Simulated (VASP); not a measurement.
# Al3N in VASP: notebook

Al3N is run at these levels: PBE; tasks: single point.

Program: VASP 6.6.1. These are calculated values, not measurements. Logs are shortened: lines on timing, memory, paths and dates and some standing lists are left out, and cuts for length are marked.

## 1. The cell of the first run

The cell holds a slab with vacuum, 4 atoms: a = 2.857 Å, b = 2.857 Å, c = 20.102 Å, α = 90.00°, β = 90.00°, γ = 120.00°.

## 2. Single point, PBE

INCAR

```
PREC = Accurate
ENCUT = 520
EDIFF = 1E-7
ISMEAR = 0
SIGMA = 0.1
LREAL = F
LASPH = T
NELM = 100
ALGO = Normal
ISIF = 2
LWAVE = F
LCHARG = F
LDIPOL = T
IDIPOL = 3
DIPOL = 0.5 0.5 0.355
GGA = PE
NBANDS = 15
```

KPOINTS

```
Automatic mesh
0
Gamma
  9 9 1
```

POSCAR

```
Al3N
1.0
    2.8571514048      0.0000000000      0.0000000000
   -1.4285757024      2.4743656990      0.0000000000
    0.0000000000      0.0000000000     20.1016425018
Al N
3 1
Direct
    0.6666666667      0.3333333333      0.1989887145
    0.3333333333      0.6666666667      0.3134533094
    0.0000000000      0.0000000000      0.4279074459
    0.1666666667      0.6666666667      0.4802895403
```

Potentials or basis: VASP PAW PBE potentials, release 64 (Al, N).

Command:

```sh
$ cat potpaw_PBE.64/Al/POTCAR potpaw_PBE.64/N/POTCAR > POTCAR
$ mpirun -np 1 vasp_std > vasp.out
```

OUTCAR:

```text
PREC = Accurate
   ENCUT = 520
   EDIFF = 1E-7
   ISMEAR = 0
   LREAL = F
   LASPH = T
   NELM = 100
   ISIF = 2
   GGA = PE

 ion  position               nearest neighbor table
   1  0.667  0.333  0.199-   2 2.83   2 2.83   2 2.83
   2  0.333  0.667  0.313-   3 2.83   3 2.83   3 2.83   1 2.83   1 2.83   1 2.83
   3  0.000  0.000  0.428-   4 1.64   4 2.01   4 2.33   2 2.83   2 2.83   2 2.83
   4  0.167  0.667  0.480-   3 1.64   3 2.01   3 2.33

  LATTYP: Found a hexagonal cell.
 ALAT       =     2.8571514048
 C/A-ratio  =     7.0355538275

  Lattice vectors:

 A1 = (   2.8571514048,   0.0000000000,   0.0000000000)
 A2 = (  -1.4285757024,   2.4743656990,   0.0000000000)
 A3 = (   0.0000000000,   0.0000000000,  20.1016425018)

Analysis of symmetry for initial positions (statically):
=====================================================================
 Subroutine PRICEL returns:
 Original cell was already a primitive cell.

 Routine SETGRP: Setting up the symmetry group for a
 hexagonal supercell.

 Subroutine GETGRP returns: Found  1 space group operations
 (whereof  1 operations were pure point group operations)
 out of a pool of 24 trial point group operations.

The static configuration has the point symmetry C_1 .

Analysis of symmetry for dynamics (positions and initial velocities):
=====================================================================
 Subroutine PRICEL returns:
 Original cell was already a primitive cell.

 Routine SETGRP: Setting up the symmetry group for a
 hexagonal supercell.

 Subroutine GETGRP returns: Found  1 space group operations
 (whereof  1 operations were pure point group operations)
 out of a pool of 24 trial point group operations.

The dynamic configuration has the point symmetry C_1 .

 Subroutine INISYM returns: Found  1 space group operations
 (whereof  1 operations are pure point group operations),
 and found     1 'primitive' translations

----------------------------------------------------------------------------------------

                                     Primitive cell

  volume of cell :     142.1113

  direct lattice vectors                    reciprocal lattice vectors
     2.857151405  0.000000000  0.000000000     0.349998953  0.202071990  0.000000000
    -1.428575702  2.474365699  0.000000000     0.000000000  0.404143979  0.000000000
     0.000000000  0.000000000 20.101642502     0.000000000  0.000000000  0.049747179

  length of vectors
     2.857151405  2.857151405 20.101642502     0.404143979  0.404143979  0.049747179

  position of ions in fractional coordinates (direct lattice)
     0.666666667  0.333333333  0.198988714
     0.333333333  0.666666667  0.313453309
     0.000000000  0.000000000  0.427907446
     0.166666667  0.666666667  0.480289540

  ion indices of the primitive-cell ions
   primitive index   ion index
                 1           1
                 2           2
                 3           3
                 4           4

----------------------------------------------------------------------------------------

 KPOINTS: Automatic mesh

Automatic generation of k-mesh.
 Grid dimensions read from file:
 generate k-points for:    9    9    1

 Generating k-lattice:

  Cartesian coordinates                     Fractional coordinates (reciprocal lattice)
     0.038888773  0.022452443  0.000000000     0.111111111  0.000000000  0.000000000
     0.000000000  0.044904887  0.000000000     0.000000000  0.111111111  0.000000000
     0.000000000  0.000000000  0.049747179     0.000000000  0.000000000  1.000000000

  Length of vectors
     0.044904887  0.044904887  0.049747179

  Shift w.r.t. Gamma in fractional coordinates (k-lattice)
     0.000000000  0.000000000  0.000000000

 Subroutine IBZKPT returns following result:
 ===========================================

 Found     41 irreducible k-points:

 Following reciprocal coordinates:
            Coordinates               Weight
  0.000000  0.000000  0.000000      1.000000
  0.111111 -0.000000  0.000000      2.000000
  0.000000  0.111111  0.000000      2.000000
 -0.111111  0.111111  0.000000      2.000000
  0.222222 -0.000000  0.000000      2.000000
  0.000000  0.222222  0.000000      2.000000
[... 16 lines left out ...]
  0.333333  0.111111  0.000000      2.000000
 -0.111111  0.444444  0.000000      2.000000
 [... further k-points ...]
   k-points           NKPTS =     41   k-points in BZ     NKDIM =     41   number of bands    NBANDS=     15
   number of dos      NEDOS =    301   number of ions     NIONS =      4
   total plane-waves  NPLWV =  86400
   dimension x,y,z NGX =    24 NGY =   24 NGZ =  150
   dimension x,y,z NGXF=    48 NGYF=   48 NGZF=  300
   ions per type =               3   1
   NGX,Y,Z   is equivalent  to a cutoff of  13.96, 13.96, 12.41 a.u.
   NGXF,Y,Z  is equivalent  to a cutoff of  27.93, 27.93, 24.81 a.u.
 SYSTEM =  unknown system
   PREC   = accura    normal or accurate (medium, high low for compatibility)
   ISTART =      0    job   : 0-new  1-cont  2-samecut
   ICHARG =      2    charge: 1-file 2-atom 10-const
   ISPIN  =      1    spin polarized calculation?
   LNONCOLLINEAR =      F non collinear calculations
   LSORBIT =      F    spin-orbit coupling
   LASPH  =      T    aspherical Exc in radial PAW
   ENCUT  =  520.0 eV  38.22 Ry    6.18 a.u.   5.31  5.31 37.38*2*pi/ulx,y,z
   NELM   =    100;   NELMIN=  2; NELMDL= -5     # of ELM steps
   EDIFF  = 0.1E-06   stopping-criterion for ELM
   LREAL  =      F    real-space projection
   EDIFFG = 0.1E-05   stopping-criterion for IOM
   NSW    =      0    number of steps for IOM
   IBRION =     -1    ionic relax: 0-MD 1-quasi-New 2-CG
   NFREE  =      0    steps in history (QN), initial steepest desc. (CG)
   ISIF   =      2    stress and relaxation
   ISYM   =      2    0-nonsym 1-usesym 2-fastsym
   POTIM  = 0.5000    time-step for ionic-motion
   TEBEG  =    0.0;   TEEND  =   0.0 temperature during run
   PSTRESS=    0.0 pullay stress
   NELECT =      14.0000    total number of electrons
   NUPDOWN=      -1.0000    fix difference up-down
   EMIN   =  10.00;   EMAX   =-10.00  energy-range for DOS
   EFERMI =   0.00;   METHOD = LEGACY
   ISMEAR =     0;   SIGMA  =   0.10  broadening in eV -4-tet -1-fermi 0-gaus
   EFERMI_NEDOS =   21; number of points for ismear=-14 and -15
   IALGO  =     38    algorithm
   IMIX   =      4    mixing-type and parameters
     AMIX     =   0.40;   BMIX     =  1.00
     AMIX_MAG =   1.60;   BMIX_MAG =  1.00
  volume/ion in A,a.u.               =      35.53       239.75
  Fermi-wavevector in a.u.,A,eV,Ry     =   0.756092  1.428807  7.778111  0.571675
  Thomas-Fermi vector in A             =   1.854134
   LORBIT       =      0    0 simple, 1 ext, 2 COOP (PROOUT), +10 PAW based schemes
   GGA     = PE    functional components
   LHFCALC =     F    Hartree Fock is set to
   AEXX    =    0.0000 exact exchange contribution
   IVDW    =     0    specifies the selected vdW correction
   LEPSILON=     F    determine dielectric tensor
   LRPA    =     F    only Hartree local field effects (RPA)
 non-spin polarized calculation
 Gauss-broadening in eV      SIGMA  =   0.10
  energy-cutoff  :      520.00
  volume of cell :      142.11
 maximum number of plane-waves:      3849
 NGX is ok and might be reduce to    24
   NGX = 11   NGY = 11   NGZ = 75

 dipolmoment           0.000000      0.000000     -0.032241 electrons x Angstroem

 number of electron      13.9999999 magnetization

 dipolmoment           0.000000      0.000000      0.155596 electrons x Angstroem

 Free energy of the ion-electron system (eV)
  ---------------------------------------------------
  ext. energy  EPLUGINS =         0.00000000
  ---------------------------------------------------
  free energy    TOTEN  =       -17.24349629 eV

  energy without entropy =      -17.22623761  energy(sigma->0) =      -17.23486695

 E-fermi :  -0.9344     XC(G=0):  -4.8124

 val. band max:       -0.9380941267   @ k =  -0.4444   0.2222   0.0000
 cond. band min:      -0.8762016216   @ k =   0.2222   0.2222   0.0000
 fundamental gap:      0.0618925052
 Fermi energy:        -0.9344237625

 k-point     1 :       0.0000    0.0000    0.0000
  band No.  band energies     occupation
      1     -15.6816      2.00000
      2     -11.3388      2.00000
      3      -8.9766      2.00000
      4      -5.7674      2.00000
      5      -2.8711      2.00000
      6      -0.8015      0.06021
      7       0.0482      0.00000
      8       0.3356      0.00000
      9       2.7768      0.00000
     10       4.3467      0.00000
     11       5.9561      0.00000
     12       7.1067      0.00000
     13       7.6995      0.00000
     14       8.9888      0.00000
     15      10.2823      0.00000

 k-point     2 :       0.1111   -0.0000    0.0000
  band No.  band energies     occupation
      1     -15.5066      2.00000
      2     -11.0470      2.00000
      3      -8.6989      2.00000
      4      -5.5133      2.00000
      5      -2.6694      2.00000
      6      -1.0865      1.96855
      7      -0.5952      0.00000
      8       0.5483      0.00000
      9       3.0817      0.00000
     10       4.6427      0.00000
     11       6.1841      0.00000
     12       6.7906      0.00000
     13       7.3714      0.00000
     14       7.9391      0.00000
     15       8.3005      0.00000
[... 365 lines left out ...]
      3      -5.7950      2.00000
      4      -4.5530      2.00000
      5      -2.9532      2.00000
      6      -2.1635      2.00000
      7      -1.9915      2.00000
      8      -0.6492      0.00005
      9       0.0704      0.00000
     10       2.4328      0.00000
     11       3.3265      0.00000
     12       3.5229      0.00000
     13       4.8748      0.00000
     14       6.3243      0.00000
     15       7.2054      0.00000

 k-point    24 :      -0.1111    0.4444    0.0000
  band No.  band energies     occupation
      1     -13.9748      2.00000
      2      -7.6243      2.00000
      3      -5.8053      2.00000
      4      -4.7024      2.00000
      5      -3.0030      2.00000
      6      -2.1445      2.00000
      7      -1.6554      2.00000
      8      -0.6476      0.00005
      9       0.1710      0.00000
     10       2.4709      0.00000
     11       3.0543      0.00000
     12       3.6493      0.00000
     13       4.7783      0.00000
     14       6.3572      0.00000
     15       7.3334      0.00000

 [... further k-points ...]

------------------------ aborting loop because EDIFF is reached ----------------------------------------

 vacuum level on the upper side and lower side of the slab       (xc-potential included)         1.827        -2.072

  FORCE on cell =-STRESS in cart. coord.  units (eV):
  Direction    XX          YY          ZZ          XY          YZ          ZX
  --------------------------------------------------------------------------------------
  -------------------------------------------------------------------------------------
  Total        3.2696303      2.7763378      1.4943864     -3.7783206     -3.8197250      4.6449105
  in kB       36.8621398     31.3007106     16.8478617    -42.5971657    -43.0639627     52.3671871
  external PRESSURE =      28.3369040 kB  Pullay stress =       0.0000000 kB

 VOLUME and BASIS-vectors are now :
 -----------------------------------------------------------------------------
  energy-cutoff  :      520.00
  volume of cell :      142.11
      direct lattice vectors                 reciprocal lattice vectors
     2.857151405  0.000000000  0.000000000     0.349998953  0.202071990  0.000000000
    -1.428575702  2.474365699  0.000000000     0.000000000  0.404143979  0.000000000
     0.000000000  0.000000000 20.101642502     0.000000000  0.000000000  0.049747179

 POSITION                                       TOTAL-FORCE (eV/Angst)
 -----------------------------------------------------------------------------------
      1.42858      0.82479      4.00000         0.011675      0.007352     -0.304549
     -0.00000      1.64958      6.30093        -0.016294     -0.000417     -0.034878
      0.00000      0.00000      8.60164        -4.422092      3.589673      0.327951
     -0.47619      1.64958      9.65461         4.426710     -3.596608      0.011475
 -----------------------------------------------------------------------------------
    total drift:                                0.000069      0.000014     -0.000184

  FREE ENERGIE OF THE ION-ELECTRON SYSTEM (eV)
  ---------------------------------------------------
  free  energy   TOTEN  =       -17.2434962929 eV

  energy  without entropy=      -17.2262376081  energy(sigma->0) =      -17.23486695

 vacuum level on the upper side and lower side of the slab         7.014         3.015
```

Run time: 94 s. Hardware: 1 thread of Intel Xeon 6975P-C (Granite Rapids), shared host; peak memory 0.3 GiB.

What came out:

| Quantity | Value |
| --- | --- |
| Free energy | -17.2435 eV |
| Largest force | 5.705 eV/Å |
| Band gap on the k mesh | zero (band 7 reaches 0.05 eV, above the bottom of band 8 at -1.49 eV) |

Forces on the atoms (eV/Å):
```
Al   0.012  0.007 -0.305
Al  -0.016  0.000 -0.035
Al  -4.422  3.590  0.328
N    4.427 -3.597  0.011
```

Levels at points of the mesh, in eV from the Fermi level:
```tsv
k point	band 4	band 5	band 6	band 7	band 8	band 9	band 10	band 11
(0.00, 0.00, 0.00)	-4.83	-1.94	0.13	0.98	1.27	3.71	5.28	6.89
```

## 3. Single point, PBE

INCAR

```
ALGO = Normal ; DIPOL = 0.5 0.5 0.355
EDIFF = 1E-6 ; ENCUT = 520
GGA = PE ; IDIPOL = 3
ISIF = 2 ; ISMEAR = 0
LASPH = True ; LCHARG = False
LDIPOL = True ; LREAL = False
LWAVE = False ; NBANDS = 15
NELM = 80 ; PREC = Accurate
SIGMA = 0.1
```

KPOINTS

```
k-points
0
Gamma
  9 9 1
```

POSCAR: that of step 2 with these lines changed.

```diff
@@ -11,2 +11,2 @@
     0.0000000000      0.0000000000      0.4279074459
-    0.1666666667      0.6666666667      0.4802895403
+    0.5000000000      0.3333333333      0.4813013163
```

Potentials or basis: VASP PAW PBE potentials, release 64 (Al, N).

Command:

```sh
$ cat potpaw_PBE.64/Al/POTCAR potpaw_PBE.64/N/POTCAR > POTCAR
$ mpirun -np 1 vasp_std > vasp.out
```

Run time: 86 s. Hardware: 1 thread of Intel Xeon 6975P-C (Granite Rapids), shared host; peak memory 0.3 GiB.

Results (log left out):

```
Free energy            : -17.2374 eV
Largest force          : 5.279 eV/Å
Band gap on the k mesh : zero (band 7 reaches 0.04 eV, above the bottom of band 8 at -1.57 eV)
```

Forces in eV/Å, atoms in the order of the input:
```
Al  -0.041  0.002 -0.313
Al   0.009 -0.006 -0.135
Al  -4.053 -3.341  0.437
N    4.085  3.344  0.011
```

Levels at points of the mesh, in eV from the Fermi level:
| k point | band 5 | band 6 | band 7 | band 8 | band 9 | band 10 |
| --- | --- | --- | --- | --- | --- | --- |
| (0.00, 0.00, 0.00) | -1.92 | 0.21 | 1.02 | 1.25 | 3.68 | 5.28 |
